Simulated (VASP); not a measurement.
Write the native input for VASP 6.6.1 that does the following.

```yaml
Task: single point
Functional: PBE
Potentials_or_basis: VASP PAW PBE potentials, release 64 (Sn_d)
Cutoff: 520 eV
k_mesh: 10 × 10 × 10
Occupations: gaussian, width 0.05 eV
Spin: no spin polarisation
Dipole_correction: no
Further_INCAR_settings: ALGO = Normal; EDIFF = 1e-06; NBANDS = 21
```

The structure of Sn lies in POSCAR:

```
Sn
1.0
    0.0000000000      3.2333428000      3.2333428000
    3.2333428000      0.0000000000      3.2333428000
    3.2333428000      3.2333428000      0.0000000000
Sn
2
Direct
    0.0000000000      0.0000000000      0.0000000000
    0.2500000000      0.2500000000      0.2500000000
```

One way to write it, as run:

INCAR

```
PREC = Accurate
ENCUT = 520
EDIFF = 1E-6
ISMEAR = 0
SIGMA = 0.05
LREAL = F
LASPH = T
NELM = 60
ALGO = Normal
ISIF = 2
LWAVE = F
LCHARG = F
GGA = PE
NBANDS = 21
```

KPOINTS

```
Automatic mesh
0
Gamma
  10 10 10
```

Potentials or basis: VASP PAW PBE potentials, release 64 (Sn_d).

The run is started by

```sh
$ cat potpaw_PBE.64/Sn_d/POTCAR > POTCAR
$ mpirun -np 1 vasp_std > vasp.out
```

It gave:

* Pressure: 3.7 GPa
* Band gap on the k mesh: zero (band 14 reaches 5.84 eV, above the bottom of band 15 at 5.77 eV)

Caveat: spin-orbit coupling is left out, which moves the levels of the heavy elements.

Run time: 45 s on 1 thread of Intel(R) Xeon(R) Platinum 8488C (Sapphire Rapids), on a shared host, peak memory 0.22 GiB.
